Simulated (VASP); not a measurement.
HfN: relaxation of the atoms with r2SCAN

HfN:

```
CELL_PARAMETERS angstrom
0.00000 2.26294 2.26294
2.26294 0.00000 2.26294
2.26294 2.26294 0.00000
ATOMIC_POSITIONS crystal
Hf 0.00000 0.00000 0.00000
N 0.50000 0.50000 0.50000
```

| Item | Value |
| --- | --- |
| Program | VASP 6.6.1 |
| Task | relaxation of the atoms |
| Functional | r2SCAN |
| Potentials or basis | VASP PAW PBE potentials, release 64 (Hf_pv, N) |
| Cutoff | 520 eV |
| k mesh | 13 × 13 × 13 |
| Occupations | fermi-dirac, width 0.1 eV |
| Spin | no spin polarisation |
| Dipole correction | no |
| Further INCAR settings | ALGO = Normal; EDIFF = 1e-06; IBRION = 2; EDIFFG = -0.01; NSW = 50 |

```yaml
Pressure_after_relaxing: -2.7 GPa
Band_gap_on_the_k_mesh: zero (an odd number of electrons rules out a gap without spin polarisation)
```

Final structure:
```cif
data_structure
_symmetry_space_group_name_H-M 'P 1'
_symmetry_Int_Tables_number 1
_cell_length_a 3.2003
_cell_length_b 3.2003
_cell_length_c 3.2003
_cell_angle_alpha 60.000
_cell_angle_beta 60.000
_cell_angle_gamma 60.000
_cell_volume 23.18
loop_
_atom_site_label
_atom_site_type_symbol
_atom_site_fract_x
_atom_site_fract_y
_atom_site_fract_z
_atom_site_occupancy
Hf1 Hf 0.00000 0.00000 0.00000 1
N1 N 0.50000 0.50000 0.50000 1
```

Levels at points of the mesh, in eV from the Fermi level:
| k point | band 5 | band 6 | band 7 | band 8 | band 9 | band 10 | band 11 |
| --- | --- | --- | --- | --- | --- | --- | --- |
| (0.00, 0.00, 0.00) | -3.45 | -3.45 | -3.45 | -0.37 | -0.37 | -0.37 | 1.98 |

Run time: 27 s on 1 thread of Intel(R) Xeon(R) 6975P-C (Granite Rapids), with other jobs on the host, peak memory 0.16 GiB.

Caveat: the relaxation stopped at its first step, so nothing moved; the PAW data sets were made with another functional, which shifts forces and pressure a little; spin-orbit coupling is left out, which moves the levels of the heavy elements; an odd number of electrons without spin polarisation forces a metal; a magnetic or distorted state may lie lower.
